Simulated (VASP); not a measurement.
# Si7Mo (Fm-3m) in VASP: a series of runs

Si7Mo is run at these levels: PBE; tasks: single point, relaxation of cell and atoms.

Program: VASP 6.6.1. These are calculated values, not measurements. Logs are shortened: lines on timing, memory, paths and dates and some standing lists are left out, and cuts for length are marked.

## Step 1: The cell of the first run

Symmetry: Fm-3m, No. 225, cubic system. Conventional cell: a = 7.664 Å, b = 7.664 Å, c = 7.664 Å, α = 90.00°, β = 90.00°, γ = 90.00°. Si (site symmetry mmm) has 10 Si at 2.71 Å and 2 Mo at 2.71 Å within 3.6 Å. Si (site symmetry m-3m) has 12 Si at 2.71 Å within 3.6 Å. Mo (site symmetry m-3m) has 12 Si at 2.71 Å within 3.6 Å.

## Step 2: Single point, PBE

Contents of INCAR:

```
SYSTEM = Si7Mo
PREC = Accurate
ENCUT = 520
EDIFF = 1E-6
ISMEAR = 0
SIGMA = 0.2
LREAL = .FALSE.
LASPH = .TRUE.
NELM = 100
ALGO = Normal
ISIF = 2
LWAVE = .FALSE.
LCHARG = .FALSE.
GGA = PE
NBANDS = 31
```

Contents of KPOINTS:

```
Automatic mesh
0
G
  4 4 4
  0 0 0
```

Contents of POSCAR:

```
Si7Mo
1.0
    0.0000000000      3.8318784897      3.8318784897
    3.8318784897      0.0000000000      3.8318784897
    3.8318784897      3.8318784897      0.0000000000
Si Mo
7 1
Direct
    0.0000000000      0.5000000000      0.5000000000
    0.5000000000      0.0000000000      0.5000000000
    0.5000000000      0.5000000000      0.5000000000
    0.0000000000      0.0000000000      0.5000000000
    0.5000000000      0.0000000000      0.0000000000
    0.0000000000      0.5000000000      0.0000000000
    0.5000000000      0.5000000000      0.0000000000
    0.0000000000      0.0000000000      0.0000000000
```

Potentials or basis: VASP PAW PBE potentials, release 64 (Si, Mo_sv).

Command:

```
$ cat potpaw_PBE.64/Si/POTCAR potpaw_PBE.64/Mo_sv/POTCAR > POTCAR
$ mpirun -np 1 vasp_std > vasp.out
```

OUTCAR:

```text
SYSTEM = Si7Mo
   PREC = Accurate
   ENCUT = 520
   EDIFF = 1E-6
   ISMEAR = 0
   LREAL = .FALSE.
   LASPH = .TRUE.
   NELM = 100
   ISIF = 2
   GGA = PE

 ion  position               nearest neighbor table
   1  0.000  0.500  0.500-   3 2.71   4 2.71   6 2.71   6 2.71   7 2.71   8 2.71   2 2.71   4 2.71
                             8 2.71   2 2.71   3 2.71   7 2.71
   2  0.500  0.000  0.500-   3 2.71   4 2.71   5 2.71   5 2.71   7 2.71   8 2.71   1 2.71   3 2.71
                             7 2.71   1 2.71   4 2.71   8 2.71
   3  0.500  0.500  0.500-   1 2.71   2 2.71   7 2.71   5 2.71   6 2.71   7 2.71   2 2.71   4 2.71
                             5 2.71   1 2.71   4 2.71   6 2.71
   4  0.000  0.000  0.500-   1 2.71   2 2.71   8 2.71   5 2.71   6 2.71   8 2.71   1 2.71   3 2.71
                             6 2.71   2 2.71   3 2.71   5 2.71
   5  0.500  0.000  0.000-   2 2.71   7 2.71   8 2.71   2 2.71   3 2.71   4 2.71   3 2.71   6 2.71
                             7 2.71   4 2.71   6 2.71   8 2.71
   6  0.000  0.500  0.000-   1 2.71   7 2.71   8 2.71   1 2.71   3 2.71   4 2.71   4 2.71   5 2.71
                             8 2.71   3 2.71   5 2.71   7 2.71
   7  0.500  0.500  0.000-   3 2.71   5 2.71   6 2.71   1 2.71   2 2.71   3 2.71   2 2.71   5 2.71
                             8 2.71   1 2.71   6 2.71   8 2.71
   8  0.000  0.000  0.000-   4 2.71   5 2.71   6 2.71   1 2.71   2 2.71   4 2.71   1 2.71   6 2.71
                             7 2.71   2 2.71   5 2.71   7 2.71

  LATTYP: Found a face centered cubic cell.
 ALAT       =     7.6637569794

  Lattice vectors:

 A1 = (   0.0000000000,   3.8318784897,   3.8318784897)
 A2 = (   3.8318784897,   0.0000000000,   3.8318784897)
 A3 = (   3.8318784897,   3.8318784897,   0.0000000000)

Analysis of symmetry for initial positions (statically):
=====================================================================
 Subroutine PRICEL returns:
 Original cell was already a primitive cell.

 Routine SETGRP: Setting up the symmetry group for a
 face centered cubic supercell.

 Subroutine GETGRP returns: Found 48 space group operations
 (whereof 48 operations were pure point group operations)
 out of a pool of 48 trial point group operations.

The static configuration has the point symmetry O_h .

Analysis of symmetry for dynamics (positions and initial velocities):
=====================================================================
 Subroutine PRICEL returns:
 Original cell was already a primitive cell.

 Routine SETGRP: Setting up the symmetry group for a
 face centered cubic supercell.

 Subroutine GETGRP returns: Found 48 space group operations
 (whereof 48 operations were pure point group operations)
 out of a pool of 48 trial point group operations.

The dynamic configuration has the point symmetry O_h .

 Subroutine INISYM returns: Found 48 space group operations
 (whereof 48 operations are pure point group operations),
 and found     1 'primitive' translations

----------------------------------------------------------------------------------------

                                     Primitive cell

  volume of cell :     112.5292

  direct lattice vectors                    reciprocal lattice vectors
     0.000000000  3.831878490  3.831878490    -0.130484305  0.130484305  0.130484305
     3.831878490  0.000000000  3.831878490     0.130484305 -0.130484305  0.130484305
     3.831878490  3.831878490  0.000000000     0.130484305  0.130484305 -0.130484305

  length of vectors
     5.419094529  5.419094529  5.419094529     0.226005445  0.226005445  0.226005445

  position of ions in fractional coordinates (direct lattice)
     0.000000000  0.500000000  0.500000000
     0.500000000  0.000000000  0.500000000
     0.500000000  0.500000000  0.500000000
     0.000000000  0.000000000  0.500000000
     0.500000000  0.000000000  0.000000000
     0.000000000  0.500000000  0.000000000
     0.500000000  0.500000000  0.000000000
     0.000000000  0.000000000  0.000000000

  ion indices of the primitive-cell ions
   primitive index   ion index
                 1           1
                 2           2
                 3           3
                 4           4
                 5           5
                 6           6
                 7           7
                 8           8

----------------------------------------------------------------------------------------

 KPOINTS: Automatic mesh

Automatic generation of k-mesh.
 Grid dimensions read from file:
 generate k-points for:    4    4    4

 Generating k-lattice:

  Cartesian coordinates                     Fractional coordinates (reciprocal lattice)
    -0.032621076  0.032621076  0.032621076     0.250000000  0.000000000  0.000000000
     0.032621076 -0.032621076  0.032621076     0.000000000  0.250000000  0.000000000
     0.032621076  0.032621076 -0.032621076     0.000000000  0.000000000  0.250000000

  Length of vectors
     0.056501361  0.056501361  0.056501361

  Shift w.r.t. Gamma in fractional coordinates (k-lattice)
     0.000000000  0.000000000  0.000000000

 Subroutine IBZKPT returns following result:
 ===========================================

 Found      8 irreducible k-points:

 Following reciprocal coordinates:
            Coordinates               Weight
  0.000000  0.000000  0.000000      1.000000
  0.250000  0.000000  0.000000      8.000000
  0.500000  0.000000  0.000000      4.000000
  0.250000  0.250000  0.000000      6.000000
  0.500000  0.250000  0.000000     24.000000
 -0.250000  0.250000  0.000000     12.000000
  0.500000  0.500000  0.000000      3.000000
 -0.250000  0.500000  0.250000      6.000000
   k-points           NKPTS =      8   k-points in BZ     NKDIM =      8   number of bands    NBANDS=     31
   number of dos      NEDOS =    301   number of ions     NIONS =      8
   total plane-waves  NPLWV =  64000
   dimension x,y,z NGX =    40 NGY =   40 NGZ =   40
   dimension x,y,z NGXF=    80 NGYF=   80 NGZF=   80
   ions per type =               7   1
   NGX,Y,Z   is equivalent  to a cutoff of  12.27, 12.27, 12.27 a.u.
   NGXF,Y,Z  is equivalent  to a cutoff of  24.54, 24.54, 24.54 a.u.
 SYSTEM =  Si7Mo
   PREC   = accura    normal or accurate (medium, high low for compatibility)
   ISTART =      0    job   : 0-new  1-cont  2-samecut
   ICHARG =      2    charge: 1-file 2-atom 10-const
   ISPIN  =      1    spin polarized calculation?
   LNONCOLLINEAR =      F non collinear calculations
   LSORBIT =      F    spin-orbit coupling
   LASPH  =      T    aspherical Exc in radial PAW
   ENCUT  =  520.0 eV  38.22 Ry    6.18 a.u.  10.08 10.08 10.08*2*pi/ulx,y,z
   NELM   =    100;   NELMIN=  2; NELMDL= -5     # of ELM steps
   EDIFF  = 0.1E-05   stopping-criterion for ELM
   LREAL  =      F    real-space projection
   EDIFFG = 0.1E-04   stopping-criterion for IOM
   NSW    =      0    number of steps for IOM
   IBRION =     -1    ionic relax: 0-MD 1-quasi-New 2-CG
   NFREE  =      0    steps in history (QN), initial steepest desc. (CG)
   ISIF   =      2    stress and relaxation
   ISYM   =      2    0-nonsym 1-usesym 2-fastsym
   POTIM  = 0.5000    time-step for ionic-motion
   TEBEG  =    0.0;   TEEND  =   0.0 temperature during run
   PSTRESS=    0.0 pullay stress
   NELECT =      42.0000    total number of electrons
   NUPDOWN=      -1.0000    fix difference up-down
   EMIN   =  10.00;   EMAX   =-10.00  energy-range for DOS
   EFERMI =   0.00;   METHOD = LEGACY
   ISMEAR =     0;   SIGMA  =   0.20  broadening in eV -4-tet -1-fermi 0-gaus
   EFERMI_NEDOS =   21; number of points for ismear=-14 and -15
   IALGO  =     38    algorithm
   IMIX   =      4    mixing-type and parameters
     AMIX     =   0.40;   BMIX     =  1.00
     AMIX_MAG =   1.60;   BMIX_MAG =  1.00
  volume/ion in A,a.u.               =      14.07        94.92
  Fermi-wavevector in a.u.,A,eV,Ry     =   1.178699  2.227418 18.902996  1.389331
  Thomas-Fermi vector in A             =   2.315023
   LORBIT       =      0    0 simple, 1 ext, 2 COOP (PROOUT), +10 PAW based schemes
   GGA     = PE    functional components
   LHFCALC =     F    Hartree Fock is set to
   AEXX    =    0.0000 exact exchange contribution
   IVDW    =     0    specifies the selected vdW correction
   LEPSILON=     F    determine dielectric tensor
   LRPA    =     F    only Hartree local field effects (RPA)
 non-spin polarized calculation
 Gauss-broadening in eV      SIGMA  =   0.20
  energy-cutoff  :      520.00
  volume of cell :      112.53
 maximum number of plane-waves:      3071
   NGX = 21   NGY = 21   NGZ = 21

 number of electron      42.0000001 magnetization

 Free energy of the ion-electron system (eV)
  ---------------------------------------------------
  ext. energy  EPLUGINS =         0.00000000
  ---------------------------------------------------
  free energy    TOTEN  =       -46.26096743 eV

  energy without entropy =      -46.14148392  energy(sigma->0) =      -46.20122567

 E-fermi :  11.1301     XC(G=0): -11.6446

 val. band max:       11.1085159364   @ k =   0.2500   0.2500   0.0000
 cond. band min:      11.1572482374   @ k =   0.5000   0.2500   0.0000
 fundamental gap:      0.0487323010
 Fermi energy:        11.1300632390

 k-point     1 :       0.0000    0.0000    0.0000
  band No.  band energies     occupation
      1     -49.8588      2.00000
      2     -24.0212      2.00000
      3     -24.0212      2.00000
      4     -24.0212      2.00000
      5      -3.2657      2.00000
      6       2.8774      2.00000
[... 23 lines left out ...]
     30      15.7052      0.00000
     31      17.5538      0.00000

 k-point     2 :       0.2500    0.0000    0.0000
  band No.  band energies     occupation
      1     -49.8588      2.00000
      2     -24.0224      2.00000
      3     -24.0215      2.00000
      4     -24.0215      2.00000
      5      -2.7970      2.00000
      6       0.7344      2.00000
[... 196 lines left out ...]
 k-point     8 :      -0.2500    0.5000    0.2500
  band No.  band energies     occupation
      1     -49.8587      2.00000
      2     -24.0229      2.00000
      3     -24.0229      2.00000
      4     -24.0223      2.00000
      5      -0.5203      2.00000
      6      -0.4200      2.00000
[... 23 lines left out ...]
     30      15.0020      0.00000
     31      15.0020      0.00000

------------------------ aborting loop because EDIFF is reached ----------------------------------------

  FORCE on cell =-STRESS in cart. coord.  units (eV):
  Direction    XX          YY          ZZ          XY          YZ          ZX
  --------------------------------------------------------------------------------------
  -------------------------------------------------------------------------------------
  Total       -0.0618673     -0.0618673     -0.0618673     -0.0000000      0.0000000      0.0000000
  in kB       -0.8808600     -0.8808600     -0.8808600     -0.0000000      0.0000000      0.0000000
  external PRESSURE =      -0.8808600 kB  Pullay stress =       0.0000000 kB

 VOLUME and BASIS-vectors are now :
 -----------------------------------------------------------------------------
  energy-cutoff  :      520.00
  volume of cell :      112.53
      direct lattice vectors                 reciprocal lattice vectors
     0.000000000  3.831878490  3.831878490    -0.130484305  0.130484305  0.130484305
     3.831878490  0.000000000  3.831878490     0.130484305 -0.130484305  0.130484305
     3.831878490  3.831878490  0.000000000     0.130484305  0.130484305 -0.130484305

 POSITION                                       TOTAL-FORCE (eV/Angst)
 -----------------------------------------------------------------------------------
      3.83188      1.91594      1.91594        -0.000000      0.000000     -0.000000
      1.91594      3.83188      1.91594        -0.000000      0.000000      0.000000
      3.83188      3.83188      3.83188        -0.000000      0.000000      0.000000
      1.91594      1.91594      0.00000         0.000000      0.000000      0.000000
      0.00000      1.91594      1.91594        -0.000000      0.000000     -0.000000
      1.91594      0.00000      1.91594         0.000000      0.000000      0.000000
      1.91594      1.91594      3.83188         0.000000     -0.000000      0.000000
      0.00000      0.00000      0.00000         0.000000      0.000000      0.000000
 -----------------------------------------------------------------------------------
    total drift:                                0.000000     -0.000000     -0.000000

  FREE ENERGIE OF THE ION-ELECTRON SYSTEM (eV)
  ---------------------------------------------------
  free  energy   TOTEN  =       -46.2609674270 eV

  energy  without entropy=      -46.1414839215  energy(sigma->0) =      -46.20122567
```

It took 17 s on 1 thread of Intel Xeon Platinum 8559C (Emerald Rapids), shared host; peak memory 0.24 GiB.

What came out:

- Free energy: -46.2610 eV
- Pressure: -0.1 GPa
- Band gap on the k mesh: zero (band 21 reaches 11.36 eV, above the bottom of band 22 at 10.03 eV)

Levels at points of the mesh, in eV from the Fermi level:
| k point | band 18 | band 19 | band 20 | band 21 | band 22 | band 23 | band 24 | band 25 |
| --- | --- | --- | --- | --- | --- | --- | --- | --- |
| (0.00, 0.00, 0.00) | -4.55 | -0.12 | -0.12 | -0.12 | -0.02 | 1.26 | 1.26 | 2.96 |
| (0.50, 0.00, 0.00) | -1.87 | -1.19 | -1.19 | -0.82 | 1.19 | 1.28 | 1.28 | 1.45 |
| (0.50, 0.50, 0.00) | -2.03 | -2.03 | -1.60 | -1.23 | -1.10 | 0.82 | 0.82 | 1.22 |

## Step 3: Relaxation of cell and atoms, PBE

This run uses another cell than the first one, of 14.83 Å³/atom, 1.054 times its volume.

Contents of INCAR:

```
PREC     = Accurate       # precision mode
ENCUT    = 600            # plane-wave cutoff, eV
EDIFF    = 1E-6           # SCF threshold, eV
ISMEAR   = 0              # smearing method
SIGMA    = 0.2            # smearing width, eV
LREAL    = False          # projectors in reciprocal space
LASPH    = True           # aspherical terms in the spheres
NELM     = 100            # most SCF steps
ALGO     = Normal         # electronic algorithm
ISIF     = 3              # what is computed and relaxed
LWAVE    = False          # write WAVECAR
LCHARG   = False          # write CHGCAR
GGA      = PE             # functional
IBRION   = 2              # ionic algorithm
NSW      = 36             # ionic steps
EDIFFG   = -0.08          # ionic threshold
```

Contents of KPOINTS:

```
Automatic mesh
0
Gamma
  4 4 4
```

Changes to POSCAR since step 2:

```diff
@@ -2,5 +2,5 @@
 1.0
-    0.0000000000      3.8318784897      3.8318784897
-    3.8318784897      0.0000000000      3.8318784897
-    3.8318784897      3.8318784897      0.0000000000
+    0.0000000000      3.9000000000      3.9000000000
+    3.9000000000      0.0000000000      3.9000000000
+    3.9000000000      3.9000000000      0.0000000000
 Si Mo
```

Potentials or basis: VASP PAW PBE potentials, release 64 (Si, Mo_sv).

Command:

```
$ cat potpaw_PBE.64/Si/POTCAR potpaw_PBE.64/Mo_sv/POTCAR > POTCAR
$ mpirun -np 1 vasp_std > vasp.out
```

It took 57 s on 1 thread of Intel Xeon Platinum 8559C (Emerald Rapids), shared host; peak memory 0.32 GiB.

The run converged. Its results:

| Quantity | Value |
| --- | --- |
| Free energy | -46.2623 eV |
| Relaxed volume | 14.06 Å³/atom |
| Relaxed cell | a = 5.418 Å, b = 5.418 Å, c = 5.418 Å, α = 60.00°, β = 60.00°, γ = 60.00° |
| Space group after relaxing (to 0.05 Å) | Fm-3m (No. 225) |
| Energy gained by relaxing | 15.2 meV/atom |
| Ionic steps | 3 |
| Pressure after relaxing | 0.0 GPa |
| Band gap on the k mesh | zero (band 21 reaches 11.37 eV, above the bottom of band 22 at 10.04 eV) |

Step by step:
```csv
step,energy change (eV),largest force (eV/Å),pressure (GPa),volume (Å³)
1,0.0000,0.0000,-6.00,118.64
2,-0.0870,0.0000,3.66,109.36
3,-0.1215,0.0000,0.00,112.44
```

Final structure:
```xyz
8
Lattice="0.0000 3.8309 3.8309 3.8309 0.0000 3.8309 3.8309 3.8309 0.0000" Properties=species:S:1:pos:R:3 pbc="T T T"
Si    3.8309    1.9155    1.9155
Si    1.9155    3.8309    1.9155
Si    3.8309    3.8309    3.8309
Si    1.9155    1.9155    0.0000
Si    0.0000    1.9155    1.9155
Si    1.9155    0.0000    1.9155
Si    1.9155    1.9155    3.8309
Mo    0.0000    0.0000    0.0000
```

Levels at points of the mesh, in eV from the Fermi level:
```csv
k point,band 18,band 19,band 20,band 21,band 22,band 23,band 24,band 25
"(0.00, 0.00, 0.00)",-4.56,-0.12,-0.12,-0.12,-0.02,1.26,1.26,2.96
"(0.50, 0.00, 0.00)",-1.87,-1.19,-1.19,-0.83,1.19,1.28,1.28,1.45
"(0.50, 0.50, 0.00)",-2.03,-2.03,-1.61,-1.23,-1.10,0.83,0.83,1.22
```

[end of part 1 of 2]
